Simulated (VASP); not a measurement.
The system is CsNdBr4.

```xyz
6
Lattice="0.0000 5.7661 5.7661 5.7661 0.0000 5.7661 5.7661 5.7661 0.0000" Properties=species:S:1:pos:R:3 pbc="T T T"
Cs    8.6492    8.6492    8.6492
Nd    2.8831    2.8831    2.8831
Br    4.4572    1.3089    4.4572
Br    1.3089    1.3089    1.3089
Br    1.3089    4.4572    4.4572
Br    4.4572    4.4572    1.3089
```

The cell was built from a structure type or drawn by symmetry, and may not be a known phase.

```yaml
Program: VASP 6.6.1
Task: relaxation of cell and atoms
Functional: PBE
Potentials_or_basis: VASP PAW PBE potentials, release 64 (Cs_sv, Nd, Br)
Cutoff: 600 eV
k_mesh: 4 × 4 × 4
Occupations: gaussian, width 0.02 eV
Spin: no spin polarisation
```

At the start: pressure 0.1 GPa; volume 63.90 Å³/atom.

Q: Where does the relaxation end?

A: Over 11 steps the energy falls by 4.2 meV/atom and the volume is 67.75 Å³/atom (+6.0 %); space group F-43m (No. 216, to 0.1 Å) before and after.

The path:
| step | energy change (eV) | largest force (eV/Å) | pressure (GPa) | volume (Å³) |
| --- | --- | --- | --- | --- |
| 1 | 0.0000 | 0.1864 | 0.07 | 383.42 |
| 2 | -0.0066 | 0.1252 | 0.12 | 385.04 |
| 3 | -0.0157 | 0.0593 | 0.25 | 389.93 |
| 4 | -0.0204 | 0.0291 | 0.16 | 394.09 |
| 5 | -0.0245 | 0.0227 | 0.02 | 401.31 |
| 6 | -0.0249 | 0.0405 | -0.02 | 403.83 |
| 7 | -0.0249 | 0.0429 | -0.03 | 404.22 |
| 8 | -0.0252 | 0.0284 | -0.02 | 405.01 |
| 9 | -0.0254 | 0.0138 | -0.01 | 405.78 |
| 10 | -0.0254 | 0.0153 | 0.01 | 407.31 |
| 11 | -0.0255 | 0.0002 | 0.00 | 406.51 |

Final structure:
```yaml
crystal:
  lattice:
    - [0.00000, 5.87958, 5.87958]
    - [5.87958, 0.00000, 5.87958]
    - [5.87958, 5.87958, 0.00000]
  atoms:
    - { symbol: Cs, position: [0.75000, 0.75000, 0.75000] }
    - { symbol: Nd, position: [0.25000, 0.25000, 0.25000] }
    - { symbol: Br, position: [0.11648, 0.65056, 0.11648] }
    - { symbol: Br, position: [0.11648, 0.11648, 0.11648] }
    - { symbol: Br, position: [0.65056, 0.11648, 0.11648] }
    - { symbol: Br, position: [0.11648, 0.11648, 0.65056] }
```

Caveat: an odd number of electrons without spin polarisation forces a metal; a magnetic or distorted state may lie lower; the run has no spin polarisation, though such a crystal can be magnetic; semilocal functionals describe open f shells poorly, which spoils levels, moments and volumes.
